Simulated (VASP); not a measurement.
# CaS (Fm-3m) in VASP: notebook

CaS is run at these levels: BLYP, revPBE; tasks: single point.

All numbers are computed with VASP 6.6.1; they aren't measurements. Logs are shortened: lines on timing, memory, paths and dates and some standing lists are left out, and cuts for length are marked.

## (1) The cell of the first run

The structure is cubic, space group Fm-3m (No. 225). Conventional cell: a = 5.707 Å, b = 5.707 Å, c = 5.707 Å, α = 90.00°, β = 90.00°, γ = 90.00°. Within 3.8 Å of Ca (site symmetry m-3m) lie 6 S at 2.85 Å. S (site symmetry m-3m) has 6 Ca at 2.85 Å within 3.8 Å.

## (2) Single point, BLYP (volume scaled by 0.96)

File INCAR:

```
PREC = Accurate
ENCUT = 500
EDIFF = 1E-6
ISMEAR = 0
SIGMA = 0.05
LREAL = False
LASPH = True
NELM = 120
ALGO = Normal
ISIF = 2
LWAVE = False
LCHARG = False
GGA = B5
ALDAX = 1.0
AGGAX = 1.0
AGGAC = 1.0
ALDAC = 0.0
NBANDS = 15
GGA_COMPAT = False
```

File KPOINTS:

```
regular mesh
0
Gamma
  8 8 8
```

File POSCAR:

```
CaS
1.0
    0.0000000000      2.8533847231      2.8533847231
    2.8533847231      0.0000000000      2.8533847231
    2.8533847231      2.8533847231      0.0000000000
Ca S
1 1
Direct
    0.5000000000      0.5000000000      0.5000000000
    0.0000000000      0.0000000000      0.0000000000
```

Potentials or basis: VASP PAW PBE potentials, release 64 (Ca_sv, S).

Run with:

```bash
$ cat potpaw_PBE.64/Ca_sv/POTCAR potpaw_PBE.64/S/POTCAR > POTCAR
$ mpirun -np 1 vasp_std > vasp.out
```

OUTCAR:

```text
PREC = Accurate
   ENCUT = 500
   EDIFF = 1E-6
   ISMEAR = 0
   LREAL = False
   LASPH = True
   NELM = 120
   ISIF = 2
   GGA = B5

 ion  position               nearest neighbor table
   1  0.500  0.500  0.500-   2 2.85   2 2.85   2 2.85   2 2.85   2 2.85   2 2.85
   2  0.000  0.000  0.000-   1 2.85   1 2.85   1 2.85   1 2.85   1 2.85   1 2.85

  LATTYP: Found a face centered cubic cell.
 ALAT       =     5.7067694462

  Lattice vectors:

 A1 = (   0.0000000000,   2.8533847231,   2.8533847231)
 A2 = (   2.8533847231,   0.0000000000,   2.8533847231)
 A3 = (   2.8533847231,   2.8533847231,   0.0000000000)

Analysis of symmetry for initial positions (statically):
=====================================================================
 Subroutine PRICEL returns:
 Original cell was already a primitive cell.

 Routine SETGRP: Setting up the symmetry group for a
 face centered cubic supercell.

 Subroutine GETGRP returns: Found 48 space group operations
 (whereof 48 operations were pure point group operations)
 out of a pool of 48 trial point group operations.

The static configuration has the point symmetry O_h .

Analysis of symmetry for dynamics (positions and initial velocities):
=====================================================================
 Subroutine PRICEL returns:
 Original cell was already a primitive cell.

 Routine SETGRP: Setting up the symmetry group for a
 face centered cubic supercell.

 Subroutine GETGRP returns: Found 48 space group operations
 (whereof 48 operations were pure point group operations)
 out of a pool of 48 trial point group operations.

The dynamic configuration has the point symmetry O_h .

 Subroutine INISYM returns: Found 48 space group operations
 (whereof 48 operations are pure point group operations),
 and found     1 'primitive' translations

----------------------------------------------------------------------------------------

                                     Primitive cell

  volume of cell :      46.4634

  direct lattice vectors                    reciprocal lattice vectors
     0.000000000  2.853384723  2.853384723    -0.175230489  0.175230489  0.175230489
     2.853384723  0.000000000  2.853384723     0.175230489 -0.175230489  0.175230489
     2.853384723  2.853384723  0.000000000     0.175230489  0.175230489 -0.175230489

  length of vectors
     4.035295374  4.035295374  4.035295374     0.303508110  0.303508110  0.303508110

  position of ions in fractional coordinates (direct lattice)
     0.500000000  0.500000000  0.500000000
     0.000000000  0.000000000  0.000000000

  ion indices of the primitive-cell ions
[... 88 lines left out ...]
   EMIN   =  10.00;   EMAX   =-10.00  energy-range for DOS
   EFERMI =   0.00;   METHOD = LEGACY
   ISMEAR =     0;   SIGMA  =   0.05  broadening in eV -4-tet -1-fermi 0-gaus
   EFERMI_NEDOS =   21; number of points for ismear=-14 and -15
   IALGO  =     38    algorithm
   IMIX   =      4    mixing-type and parameters
     AMIX     =   0.40;   BMIX     =  1.00
     AMIX_MAG =   1.60;   BMIX_MAG =  1.00
  volume/ion in A,a.u.               =      23.23       156.78
  Fermi-wavevector in a.u.,A,eV,Ry     =   1.147478  2.168420 17.914880  1.316707
  Thomas-Fermi vector in A             =   2.284158
   LORBIT       =      0    0 simple, 1 ext, 2 COOP (PROOUT), +10 PAW based schemes
   GGA     = B5    functional components
   LHFCALC =     F    Hartree Fock is set to
   AEXX    =    0.0000 exact exchange contribution
   IVDW    =     0    specifies the selected vdW correction
   LEPSILON=     F    determine dielectric tensor
   LRPA    =     F    only Hartree local field effects (RPA)
 non-spin polarized calculation
 Gauss-broadening in eV      SIGMA  =   0.05
  energy-cutoff  :      500.00
  volume of cell :       46.46
 maximum number of plane-waves:      1243
 NGX is ok and might be reduce to    30
   NGX = 15   NGY = 15   NGZ = 15

 number of electron      16.0000004 magnetization

 Free energy of the ion-electron system (eV)
  ---------------------------------------------------
  ext. energy  EPLUGINS =         0.00000000
  ---------------------------------------------------
  free energy    TOTEN  =        -9.48703265 eV

  energy without entropy =       -9.48703265  energy(sigma->0) =       -9.48703265

 E-fermi :   3.3203     XC(G=0):  -8.7780

 val. band max:        3.0657820576   @ k =   0.0000   0.0000   0.0000
 cond. band min:       5.5275464397   @ k =   0.5000   0.5000   0.0000
 fundamental gap:      2.4617643821
 Fermi energy:         3.3203285463

 k-point     1 :       0.0000    0.0000    0.0000
  band No.  band energies     occupation
      1     -36.1917      2.00000
      2     -17.2736      2.00000
      3     -17.2736      2.00000
      4     -17.2736      2.00000
      5      -8.2060      2.00000
      6       3.0658      2.00000
      7       3.0658      2.00000
      8       3.0658      2.00000
      9       7.1839      0.00000
     10       7.1839      0.00000
     11       7.1839      0.00000
     12       7.3810      0.00000
     13       7.7155      0.00000
     14       7.7155      0.00000
[... 401 lines left out ...]
      2     -17.4015      2.00000
      3     -17.3204      2.00000
      4     -17.2984      2.00000
      5      -7.4653      2.00000
      6       0.5299      2.00000
      7       1.6210      2.00000
      8       1.9182      2.00000
      9       8.0609      0.00000
     10       8.3202      0.00000
     11       9.3181      0.00000
     12       9.6858      0.00000
     13       9.9691      0.00000
     14      11.0636      0.00000
     15      12.2736      0.00000

 [... further k-points ...]

------------------------ aborting loop because EDIFF is reached ----------------------------------------

  FORCE on cell =-STRESS in cart. coord.  units (eV):
  Direction    XX          YY          ZZ          XY          YZ          ZX
  --------------------------------------------------------------------------------------
  -------------------------------------------------------------------------------------
  Total        0.7215402      0.7215402      0.7215402      0.0000000      0.0000000     -0.0000000
  in kB       24.8805577     24.8805577     24.8805577      0.0000000      0.0000000     -0.0000000
  external PRESSURE =      24.8805577 kB  Pullay stress =       0.0000000 kB

 VOLUME and BASIS-vectors are now :
 -----------------------------------------------------------------------------
  energy-cutoff  :      500.00
  volume of cell :       46.46
      direct lattice vectors                 reciprocal lattice vectors
     0.000000000  2.853384723  2.853384723    -0.175230489  0.175230489  0.175230489
     2.853384723  0.000000000  2.853384723     0.175230489 -0.175230489  0.175230489
     2.853384723  2.853384723  0.000000000     0.175230489  0.175230489 -0.175230489

 POSITION                                       TOTAL-FORCE (eV/Angst)
 -----------------------------------------------------------------------------------
      2.85338      2.85338      2.85338        -0.000000     -0.000000     -0.000000
      0.00000      0.00000      0.00000         0.000000      0.000000      0.000000
 -----------------------------------------------------------------------------------
    total drift:                                0.000000      0.000000      0.000000

  FREE ENERGIE OF THE ION-ELECTRON SYSTEM (eV)
  ---------------------------------------------------
  free  energy   TOTEN  =        -9.4870326477 eV

  energy  without entropy=       -9.4870326477  energy(sigma->0) =       -9.48703265
```

It took 45 s on 1 thread of AMD EPYC 7R13, shared host; peak memory 0.14 GiB.

What came out:

* Free energy: -9.4870 eV
* Pressure: 2.5 GPa
* Band gap on the k mesh: 2.46 eV, indirect (least direct gap 3.24 eV)

Levels at points of the mesh, in eV from the valence-band top:
```
           k point  band 5  band 6  band 7  band 8  band 9  band 10  band 11  band 12
(0.00, 0.00, 0.00)  -11.27    0.00    0.00    0.00    4.12     4.12     4.12     4.32
(0.50, 0.00, 0.00)  -10.50   -2.99   -1.14   -1.14    5.47     5.94     6.02     6.02
(0.50, 0.50, 0.00)  -10.68   -2.18   -0.78   -0.78    2.46     5.44     6.05     6.57
```

Caveat: the cell differs from its parent crystal (volume scaled by 0.96); the PAW data sets were made with another functional, which shifts forces and pressure a little. A k mesh can miss the band edges.

## (3) Single point, revPBE

This run uses another cell than the first one, of 24.00 Å³/atom, 1.033 times its volume.

File INCAR:

```
PREC = Accurate
ENCUT = 500
EDIFF = 1E-6
ISMEAR = 0
SIGMA = 0.05
LREAL = F
LASPH = T
NELM = 120
ALGO = Normal
ISIF = 2
LWAVE = F
LCHARG = T
GGA = RE
LELF = T
LVHAR = T
NBANDS = 15
GGA_COMPAT = F
```

File KPOINTS:

```
Automatic mesh
0
Gamma
  8 8 8
```

File POSCAR:

```
CaS
1.0
    0.0000000000      2.8844268999      2.8844268999
    2.8844268999      0.0000000000      2.8844268999
    2.8844268999      2.8844268999      0.0000000000
Ca S
1 1
Direct
    0.5000000000      0.5000000000      0.5000000000
    0.0000000000      0.0000000000      0.0000000000
```

Potentials or basis: VASP PAW PBE potentials, release 64 (Ca_sv, S).

Run with:

```bash
$ cat potpaw_PBE.64/Ca_sv/POTCAR potpaw_PBE.64/S/POTCAR > POTCAR
$ mpirun -np 1 vasp_std > vasp.out
```

OUTCAR:

```text
PREC = Accurate
   ENCUT = 500
   EDIFF = 1E-6
   ISMEAR = 0
   LREAL = F
   LASPH = T
   NELM = 120
   ISIF = 2
   GGA = RE

 ion  position               nearest neighbor table
   1  0.500  0.500  0.500-   2 2.88   2 2.88   2 2.88   2 2.88   2 2.88   2 2.88
   2  0.000  0.000  0.000-   1 2.88   1 2.88   1 2.88   1 2.88   1 2.88   1 2.88

  LATTYP: Found a face centered cubic cell.
 ALAT       =     5.7688537998

  Lattice vectors:

[... 617 lines left out ...]

 [... further k-points ...]

------------------------ aborting loop because EDIFF is reached ----------------------------------------

  FORCE on cell =-STRESS in cart. coord.  units (eV):
  Direction    XX          YY          ZZ          XY          YZ          ZX
  --------------------------------------------------------------------------------------
  -------------------------------------------------------------------------------------
  Total        0.0297642      0.0297642      0.0297642     -0.0000000      0.0000000      0.0000000
  in kB        0.9935661      0.9935661      0.9935661     -0.0000000      0.0000000      0.0000000
  external PRESSURE =       0.9935661 kB  Pullay stress =       0.0000000 kB

 VOLUME and BASIS-vectors are now :
 -----------------------------------------------------------------------------
  energy-cutoff  :      500.00
  volume of cell :       48.00
      direct lattice vectors                 reciprocal lattice vectors
     0.000000000  2.884426900  2.884426900    -0.173344660  0.173344660  0.173344660
     2.884426900  0.000000000  2.884426900     0.173344660 -0.173344660  0.173344660
     2.884426900  2.884426900  0.000000000     0.173344660  0.173344660 -0.173344660

 POSITION                                       TOTAL-FORCE (eV/Angst)
 -----------------------------------------------------------------------------------
      2.88443      2.88443      2.88443         0.000000     -0.000000     -0.000000
      0.00000      0.00000      0.00000        -0.000000      0.000000      0.000000
 -----------------------------------------------------------------------------------
    total drift:                                0.000000      0.000000      0.000000

  FREE ENERGIE OF THE ION-ELECTRON SYSTEM (eV)
  ---------------------------------------------------
  free  energy   TOTEN  =        -9.8533328848 eV

  energy  without entropy=       -9.8533328848  energy(sigma->0) =       -9.85333288
```

OSZICAR:

```text
N       E                     dE             d eps       ncg     rms          rms(c)
DAV:   1     0.106132977039E+03    0.10613E+03   -0.73237E+03   870   0.936E+02
DAV:   2    -0.382429509589E+01   -0.10996E+03   -0.10399E+03  1059   0.257E+02
DAV:   3    -0.100318819573E+02   -0.62076E+01   -0.61746E+01  1676   0.508E+01
DAV:   4    -0.100914556622E+02   -0.59574E-01   -0.59563E-01  1004   0.497E+00
DAV:   5    -0.100926222373E+02   -0.11666E-02   -0.11665E-02  1236   0.614E-01    0.539E+00
DAV:   6    -0.983605543500E+01    0.25657E+00   -0.41565E-01  1024   0.330E+00    0.370E+00
DAV:   7    -0.984018617984E+01   -0.41307E-02   -0.12407E-01  1113   0.218E+00    0.199E+00
DAV:   8    -0.985327568624E+01   -0.13090E-01   -0.28872E-02   968   0.132E+00    0.401E-01
DAV:   9    -0.985270197937E+01    0.57371E-03   -0.12277E-03  1123   0.323E-01    0.982E-02
DAV:  10    -0.985324449643E+01   -0.54252E-03   -0.59561E-04  1017   0.163E-01    0.419E-02
DAV:  11    -0.985333217465E+01   -0.87678E-04   -0.17209E-04  1031   0.983E-02    0.343E-02
DAV:  12    -0.985333373848E+01   -0.15638E-05   -0.10495E-05  1145   0.220E-02    0.350E-03
DAV:  13    -0.985333288475E+01    0.85373E-06   -0.51727E-07   709   0.684E-03
   1 F= -.98533329E+01 E0= -.98533329E+01  d E =-.288759E-21
```

stdout:

```text
POSCAR found type information on POSCAR CaS
 POSCAR found :  2 types and       2 ions
 scaLAPACK will be used
 -----------------------------------------------------------------------------
|                                                                             |
|                                                                             |
|     You enforced a specific xc type in the INCAR file but a different       |
|     I HOPE YOU KNOW WHAT YOU ARE DOING!                                     |
|                                                                             |
 -----------------------------------------------------------------------------

 LDA part: xc-table for (Slater+PW92), standard interpolation
 POSCAR, INCAR and KPOINTS ok, starting setup
 FFT: planning ... GRIDC
 FFT: planning ... GRID_SOFT
 FFT: planning ... GRID
 WAVECAR not read
 entering main loop
```

Run time: 52 s. Hardware: 1 thread of AMD EPYC 7R13, shared host; peak memory 0.14 GiB.

What came out:

```yaml
Free_energy: -9.8533 eV
Pressure: 0.1 GPa
Band_gap_on_the_k_mesh: 2.53 eV, indirect (least direct gap 3.30 eV)
```

Caveat: the PAW data sets were made with another functional, which shifts forces and pressure a little. A k mesh can miss the band edges.
